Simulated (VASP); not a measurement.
# TaF3 (P6/mmm) in VASP: further runs

TaF3 is run at these levels: PBE; tasks: single point.

Program: VASP 6.6.1. These are calculated values, not measurements. Logs are shortened: lines on timing, memory, paths and dates and some standing lists are left out, and cuts for length are marked.

### 1 The cell of the first run

Symmetry: P6/mmm, No. 191, hexagonal system. The conventional cell has a = 4.334 Å, b = 4.334 Å, c = 2.862 Å, α = 90.00°, β = 90.00°, γ = 120.00°. Within 2.9 Å of Ta (site symmetry 6/mmm) lie 6 F at 2.17 Å and 2 Ta at 2.86 Å. Within 2.9 Å of F (site symmetry mmm) lie 6 F at 2.17 to 2.86 Å and 2 Ta at 2.17 Å.

The cell was generated, and may not be a known phase.

### 2 Single point, PBE

Contents of INCAR:

```
PREC     = Accurate       # precision mode
ENCUT    = 700            # plane-wave cutoff, eV
EDIFF    = 1E-6           # SCF threshold, eV
ISMEAR   = 0              # smearing method
SIGMA    = 0.1            # smearing width, eV
LREAL    = False          # projectors in reciprocal space
LASPH    = True           # aspherical terms in the spheres
NELM     = 120            # most SCF steps
ALGO     = Normal         # electronic algorithm
ISIF     = 2              # what is computed and relaxed
LWAVE    = False          # write WAVECAR
LCHARG   = False          # write CHGCAR
GGA      = PE             # functional
NBANDS   = 25             # bands
GGA_COMPAT= False
```

Contents of KPOINTS:

```
Automatic mesh
0
Gamma
  6 6 6
```

Contents of POSCAR:

```
TaF3
1.0
    4.3343349049      0.0000000000      0.0000000000
   -2.1671674524      3.7536441361      0.0000000000
    0.0000000000      0.0000000000      2.8619495976
Ta F
1 3
Direct
    0.0000000000      0.0000000000      0.0000000000
    0.5000000000      0.0000000000      0.0000000000
    0.0000000000      0.5000000000      0.0000000000
    0.5000000000      0.5000000000      0.0000000000
```

Potentials or basis: VASP PAW PBE potentials, release 64 (Ta_sv_GW, F).

The run is started by

```console
$ cat potpaw_PBE.64/Ta_sv_GW/POTCAR potpaw_PBE.64/F/POTCAR > POTCAR
$ mpirun -np 1 vasp_std > vasp.out
```

OUTCAR:

```text
PREC = Accurate
   ENCUT = 700
   EDIFF = 1E-6
   ISMEAR = 0
   LREAL = False
   LASPH = True
   NELM = 120
   ISIF = 2
   GGA = PE

 ion  position               nearest neighbor table
   1  0.000  0.000  0.000-   3 2.17   3 2.17   4 2.17   4 2.17   2 2.17   2 2.17
   2  0.500  0.000  0.000-   1 2.17   1 2.17
   3  0.000  0.500  0.000-   1 2.17   1 2.17
   4  0.500  0.500  0.000-   1 2.17   1 2.17

  LATTYP: Found a hexagonal cell.
 ALAT       =     4.3343349049
 C/A-ratio  =     0.6602972914

  Lattice vectors:

 A1 = (   4.3343349049,   0.0000000000,   0.0000000000)
 A2 = (  -2.1671674524,   3.7536441361,   0.0000000000)
 A3 = (   0.0000000000,   0.0000000000,   2.8619495976)

Analysis of symmetry for initial positions (statically):
=====================================================================
 Subroutine PRICEL returns:
 Original cell was already a primitive cell.

 Routine SETGRP: Setting up the symmetry group for a
 hexagonal supercell.

 Subroutine GETGRP returns: Found 24 space group operations
 (whereof 24 operations were pure point group operations)
 out of a pool of 24 trial point group operations.

The static configuration has the point symmetry D_6h.

Analysis of symmetry for dynamics (positions and initial velocities):
=====================================================================
 Subroutine PRICEL returns:
 Original cell was already a primitive cell.

 Routine SETGRP: Setting up the symmetry group for a
 hexagonal supercell.

 Subroutine GETGRP returns: Found 24 space group operations
 (whereof 24 operations were pure point group operations)
 out of a pool of 24 trial point group operations.

The dynamic configuration has the point symmetry D_6h.

 Subroutine INISYM returns: Found 24 space group operations
 (whereof 24 operations are pure point group operations),
 and found     1 'primitive' translations

----------------------------------------------------------------------------------------

                                     Primitive cell

  volume of cell :      46.5626

  direct lattice vectors                    reciprocal lattice vectors
     4.334334905  0.000000000  0.000000000     0.230715905  0.133203890  0.000000000
    -2.167167452  3.753644136  0.000000000     0.000000000  0.266407780  0.000000000
     0.000000000  0.000000000  2.861949598     0.000000000  0.000000000  0.349412163

  length of vectors
     4.334334905  4.334334905  2.861949598     0.266407780  0.266407780  0.349412163
[... 85 lines left out ...]
   EDIFF  = 0.1E-05   stopping-criterion for ELM
   LREAL  =      F    real-space projection
   EDIFFG = 0.1E-04   stopping-criterion for IOM
   NSW    =      0    number of steps for IOM
   IBRION =     -1    ionic relax: 0-MD 1-quasi-New 2-CG
   NFREE  =      0    steps in history (QN), initial steepest desc. (CG)
   ISIF   =      2    stress and relaxation
   ISYM   =      2    0-nonsym 1-usesym 2-fastsym
   POTIM  = 0.5000    time-step for ionic-motion
   TEBEG  =    0.0;   TEEND  =   0.0 temperature during run
   PSTRESS=    0.0 pullay stress
   NELECT =      34.0000    total number of electrons
   NUPDOWN=      -1.0000    fix difference up-down
   EMIN   =  10.00;   EMAX   =-10.00  energy-range for DOS
   EFERMI =   0.00;   METHOD = LEGACY
   ISMEAR =     0;   SIGMA  =   0.10  broadening in eV -4-tet -1-fermi 0-gaus
   EFERMI_NEDOS =   21; number of points for ismear=-14 and -15
   IALGO  =     38    algorithm
   IMIX   =      4    mixing-type and parameters
     AMIX     =   0.40;   BMIX     =  1.00
     AMIX_MAG =   1.60;   BMIX_MAG =  1.00
  volume/ion in A,a.u.               =      11.64        78.56
  Fermi-wavevector in a.u.,A,eV,Ry     =   1.474196  2.785827 29.568922  2.173254
  Thomas-Fermi vector in A             =   2.588997
   LORBIT       =      0    0 simple, 1 ext, 2 COOP (PROOUT), +10 PAW based schemes
   GGA     = PE    functional components
   LHFCALC =     F    Hartree Fock is set to
   AEXX    =    0.0000 exact exchange contribution
   IVDW    =     0    specifies the selected vdW correction
   LEPSILON=     F    determine dielectric tensor
   LRPA    =     F    only Hartree local field effects (RPA)
 non-spin polarized calculation
 Gauss-broadening in eV      SIGMA  =   0.10
  energy-cutoff  :      700.00
  volume of cell :       46.56
 maximum number of plane-waves:      1981
 NGX is ok and might be reduce to    40
   NGX = 19   NGY = 19   NGZ = 13

 number of electron      34.0000006 magnetization

 Free energy of the ion-electron system (eV)
  ---------------------------------------------------
  ext. energy  EPLUGINS =         0.00000000
  ---------------------------------------------------
  free energy    TOTEN  =       -27.60282192 eV

  energy without entropy =      -27.59708238  energy(sigma->0) =      -27.59995215

 E-fermi :   5.2838     XC(G=0): -11.1616

 val. band max:        5.2472702972   @ k =   0.3333   0.0000   0.5000
 cond. band min:       5.2894443365   @ k =   0.5000   0.0000   0.3333
 fundamental gap:      0.0421740392
 Fermi energy:         5.2837998062

 k-point     1 :       0.0000    0.0000    0.0000
  band No.  band energies     occupation
      1     -64.7481      2.00000
      2     -31.1586      2.00000
      3     -31.1586      2.00000
      4     -30.4583      2.00000
      5     -19.7196      2.00000
      6     -17.7509      2.00000
[... 661 lines left out ...]
     24      17.2661      0.00000
     25      18.5864      0.00000

 [... further k-points ...]

------------------------ aborting loop because EDIFF is reached ----------------------------------------

  FORCE on cell =-STRESS in cart. coord.  units (eV):
  Direction    XX          YY          ZZ          XY          YZ          ZX
  --------------------------------------------------------------------------------------
  -------------------------------------------------------------------------------------
  Total       -0.1779102     -0.1779102     -0.2329195     -0.0000000      0.0000000      0.0000000
  in kB       -6.1217258     -6.1217258     -8.0145467     -0.0000000      0.0000000      0.0000000
  external PRESSURE =      -6.7526661 kB  Pullay stress =       0.0000000 kB

 VOLUME and BASIS-vectors are now :
 -----------------------------------------------------------------------------
  energy-cutoff  :      700.00
  volume of cell :       46.56
      direct lattice vectors                 reciprocal lattice vectors
     4.334334905  0.000000000  0.000000000     0.230715905  0.133203890  0.000000000
    -2.167167452  3.753644136  0.000000000     0.000000000  0.266407780  0.000000000
     0.000000000  0.000000000  2.861949598     0.000000000  0.000000000  0.349412163

 POSITION                                       TOTAL-FORCE (eV/Angst)
 -----------------------------------------------------------------------------------
      0.00000      0.00000      0.00000        -0.000000      0.000000      0.000000
      2.16717      0.00000      0.00000        -0.000000      0.000000      0.000000
     -1.08358      1.87682      0.00000         0.000000      0.000000      0.000000
      1.08358      1.87682      0.00000         0.000000      0.000000      0.000000
 -----------------------------------------------------------------------------------
    total drift:                               -0.000000      0.000000     -0.000000

  FREE ENERGIE OF THE ION-ELECTRON SYSTEM (eV)
  ---------------------------------------------------
  free  energy   TOTEN  =       -27.6028219151 eV

  energy  without entropy=      -27.5970823816  energy(sigma->0) =      -27.59995215
```

OSZICAR:

```text
N       E                     dE             d eps       ncg     rms          rms(c)
DAV:   1     0.285086088717E+03    0.28509E+03   -0.24663E+04  1400   0.174E+03
DAV:   2    -0.198677883984E+02   -0.30495E+03   -0.29630E+03  1819   0.392E+02
DAV:   3    -0.337315824689E+02   -0.13864E+02   -0.13808E+02  1613   0.827E+01
DAV:   4    -0.338527408880E+02   -0.12116E+00   -0.12109E+00  1566   0.823E+00
DAV:   5    -0.338554730883E+02   -0.27322E-02   -0.27321E-02  1767   0.877E-01    0.555E+01
DAV:   6    -0.279610741133E+02    0.58944E+01   -0.12853E+01  1451   0.277E+01    0.546E+01
DAV:   7    -0.276899306201E+02    0.27114E+00   -0.68651E-01  1588   0.579E+00    0.244E+01
DAV:   8    -0.276033758803E+02    0.86555E-01   -0.22204E-01  1550   0.365E+00    0.102E+00
DAV:   9    -0.276030827017E+02    0.29318E-03   -0.11758E-02  1727   0.904E-01    0.281E+00
DAV:  10    -0.276028980304E+02    0.18467E-03   -0.18338E-03  1455   0.368E-01    0.872E-01
DAV:  11    -0.276031832166E+02   -0.28519E-03   -0.11280E-03  1478   0.301E-01    0.191E-01
DAV:  12    -0.276028193979E+02    0.36382E-03   -0.60464E-04  1432   0.224E-01    0.163E-02
DAV:  13    -0.276028222861E+02   -0.28882E-05   -0.37004E-05  1484   0.413E-02    0.320E-02
DAV:  14    -0.276028219151E+02    0.37103E-06   -0.27980E-06  1421   0.129E-02
   1 F= -.27602822E+02 E0= -.27599952E+02  d E =-.573953E-02
```

stdout:

```text
POSCAR found type information on POSCAR TaF
 POSCAR found :  2 types and       4 ions
 scaLAPACK will be used
 LDA part: xc-table for (Slater+PW92), standard interpolation
 POSCAR, INCAR and KPOINTS ok, starting setup
 FFT: planning ... GRIDC
 FFT: planning ... GRID_SOFT
 FFT: planning ... GRID
 WAVECAR not read
 entering main loop
```

It took 47 s on 1 thread of Intel Xeon Platinum 8375C at 2.90GHz (Ice Lake), shared host; peak memory 0.22 GiB.

What came out:

```yaml
Free_energy: -27.6028 eV
Pressure: -0.7 GPa
Band_gap_on_the_k_mesh: zero (bands 17 and 18 overlap by 2.07 eV)
```

Stress tensor (GPa, compression positive):
```
-0.61  0.00  0.00
 0.00 -0.61  0.00
 0.00  0.00 -0.80
```

Caveat: the k points lie up to 0.37 Å⁻¹ apart, too coarse for converged energies and pressures of a metal; spin-orbit coupling is left out, which moves the levels of the heavy elements.

### 3 Single point, PBE

This run uses another cell than the first one, of 11.83 Å³/atom.

Contents of INCAR:

```
PREC = Accurate ; ENCUT = 700
EDIFF = 1E-6 ; ISMEAR = 0
SIGMA = 0.1 ; LREAL = F
LASPH = T ; NELM = 120
ALGO = Normal ; ISIF = 2
LWAVE = F ; LCHARG = F
GGA = PE ; NBANDS = 25
GGA_COMPAT = F
```

Contents of KPOINTS:

```
regular mesh
0
Gamma
  12 12 16
```

Contents of POSCAR:

```
TaF3
1.0
    4.3319506741      0.0000000000      0.0000000000
   -2.1659753370      3.7515793317      0.0000000000
    0.0000000000      0.0000000000      2.9109815948
Ta F
1 3
Direct
    0.0000000000      0.0000000000      0.0000000000
    0.5000000000      0.0000000000      0.0000000000
    0.0000000000      0.5000000000      0.0000000000
    0.5000000000      0.5000000000      0.0000000000
```

Potentials or basis: VASP PAW PBE potentials, release 64 (Ta_sv_GW, F).

The run is started by

```console
$ cat potpaw_PBE.64/Ta_sv_GW/POTCAR potpaw_PBE.64/F/POTCAR > POTCAR
$ mpirun -np 1 vasp_std > vasp.out
```

Run time: 2.7 min. Hardware: 1 thread of AMD EPYC 9R45 (Zen 5), shared host; peak memory 0.39 GiB.

Results (log left out):

- Free energy: -27.6051 eV
- Pressure: -0.6 GPa
- Band gap on the k mesh: zero (bands 17 and 18 overlap by 1.81 eV)

Stress tensor (GPa, compression positive):
```
-0.57  0.00  0.00
 0.00 -0.57  0.00
 0.00  0.00 -0.70
```

Levels at points of the mesh, in eV from the Fermi level:
```
           k point  band 13  band 14  band 15  band 16  band 17  band 18  band 19  band 20  band 21  band 22
(0.00, 0.00, 0.00)    -3.86    -3.57    -3.57    -1.66    -1.66     1.50     1.50     2.05     2.05     3.50
(0.50, 0.00, 0.00)    -4.22    -4.05    -3.74    -3.64    -1.95     2.39     2.44     3.03     4.87     6.16
(0.00, 0.00, 0.50)    -4.55    -3.95    -1.62    -1.62    -1.32    -1.32     1.95     1.95     3.95     5.06
(0.50, 0.00, 0.50)    -5.34    -5.05    -4.03    -1.90    -0.40     0.61     2.80     4.30     5.14     5.72
```

Caveat: spin-orbit coupling is left out, which moves the levels of the heavy elements.

### 4 Single point, PBE, collinear spin

This run uses another cell than the first one, of 12.33 Å³/atom.

Contents of INCAR:

```
PREC     = Accurate       # precision mode
ENCUT    = 700            # plane-wave cutoff, eV
EDIFF    = 1E-6           # SCF threshold, eV
ISMEAR   = 0              # smearing method
SIGMA    = 0.1            # smearing width, eV
LREAL    = F              # projectors in reciprocal space
LASPH    = T              # aspherical terms in the spheres
NELM     = 200            # most SCF steps
ALGO     = Normal         # electronic algorithm
ISIF     = 2              # what is computed and relaxed
LWAVE    = F              # write WAVECAR
LCHARG   = F              # write CHGCAR
ISPIN    = 2              # spin polarisation
MAGMOM   = 1 0 0 0        # initial moments
LORBIT   = 11             # projections on sites
LMAXMIX  = 4              # l up to which the mixer works
GGA      = PE             # functional
NBANDS   = 29             # bands
GGA_COMPAT= F
```

Contents of KPOINTS:

```
Automatic mesh
0
Gamma
  6 6 4
```

Contents of POSCAR:

```
TaF3
1.0
    4.3222321236      0.0000000000      0.0000000000
   -2.1611160618      3.7431628201      0.0000000000
    0.0000000000      0.0000000000      3.0494807880
Ta F
1 3
Direct
    0.0000000000      0.0000000000      0.0000000000
    0.5000000000      0.0000000000      0.0000000000
    0.0000000000      0.5000000000      0.0000000000
    0.5000000000      0.5000000000      0.0000000000
```

The run is started by

```console
$ cat potpaw_PBE.64/Ta_sv_GW/POTCAR potpaw_PBE.64/F/POTCAR > POTCAR
$ mpirun -np 1 vasp_std > vasp.out
```

It took 1.9 min on 1 thread of Intel Xeon Platinum 8259CL at 2.50GHz (Skylake/Cascade Lake), shared host; peak memory 0.28 GiB.

It converged, with:

| Quantity | Value |
| --- | --- |
| Free energy | -27.5607 eV |
| Pressure | -0.6 GPa |
| Band gap on the k mesh | zero (filled and empty bands overlap) |
| Net moment | 0.00 μB per cell |
| Valence electrons inside the program's atomic spheres | Ta 11.16; F 6.11 |

Stress tensor (GPa, compression positive):
```
-0.53  0.00  0.00
 0.00 -0.53  0.00
 0.00  0.00 -0.69
```

Levels at points of the mesh, in eV from the Fermi level:
Spin up:
| k point | band 15 | band 16 | band 17 | band 18 | band 19 | band 20 |
| --- | --- | --- | --- | --- | --- | --- |
| (0.00, 0.00, 0.00) | -3.28 | -1.84 | -1.84 | 1.37 | 1.37 | 1.64 |
| (0.50, 0.00, 0.00) | -4.08 | -3.02 | -2.13 | 2.07 | 2.27 | 2.70 |
| (0.00, 0.00, 0.50) | -1.82 | -1.82 | -0.98 | -0.98 | 1.69 | 1.69 |
| (0.50, 0.00, 0.50) | -4.27 | -2.10 | -0.14 | 0.84 | 2.55 | 4.07 |
Spin down:
```tsv
k point	band 13	band 14	band 15	band 16	band 17	band 18	band 19	band 20	band 21	band 22
(0.00, 0.00, 0.00)	-3.89	-3.89	-3.28	-1.84	-1.84	1.37	1.37	1.64	1.64	3.47
(0.50, 0.00, 0.00)	-4.41	-4.41	-4.08	-3.02	-2.13	2.07	2.27	2.70	4.74	5.88
(0.00, 0.00, 0.50)	-4.62	-4.18	-1.82	-1.82	-0.98	-0.98	1.69	1.69	3.59	4.64
(0.50, 0.00, 0.50)	-5.51	-5.07	-4.27	-2.10	-0.14	0.84	2.55	4.07	4.93	5.04
```

Caveat: the k points lie up to 0.52 Å⁻¹ apart, too coarse for converged energies and pressures of a metal; spin-orbit coupling is left out, which moves the levels of the heavy elements.

### 5 Overview

| spin | cell | k mesh | gap on the mesh (eV) | pressure (GPa) |
| --- | --- | --- | --- | --- |
| off | a = 4.334, b = 4.334, c = 2.862 Å, angles 90.0, 90.0, 120.0°, 4 atoms | 6 × 6 × 6 | none | -0.7 |
| off | a = 4.332, b = 4.332, c = 2.911 Å, angles 90.0, 90.0, 120.0°, 4 atoms | 12 × 12 × 16 | none | -0.6 |
| collinear | a = 4.322, b = 4.322, c = 3.049 Å, angles 90.0, 90.0, 120.0°, 4 atoms | 6 × 6 × 4 | none | -0.6 |

Alike in all rows: task single point; level PBE; potentials or basis VASP PAW PBE potentials, release 64 (Ta_sv_GW, F); cutoff (eV) 700; smearing gaussian 0.1 eV.

Caveats: some runs use coarse meshes; spin-orbit coupling is left out, which moves the levels of the heavy elements.

Absolute energies hang on the potentials; compare differences alone.

The gap in the log of VASP goes by the Fermi energy; the results here count the filled bands.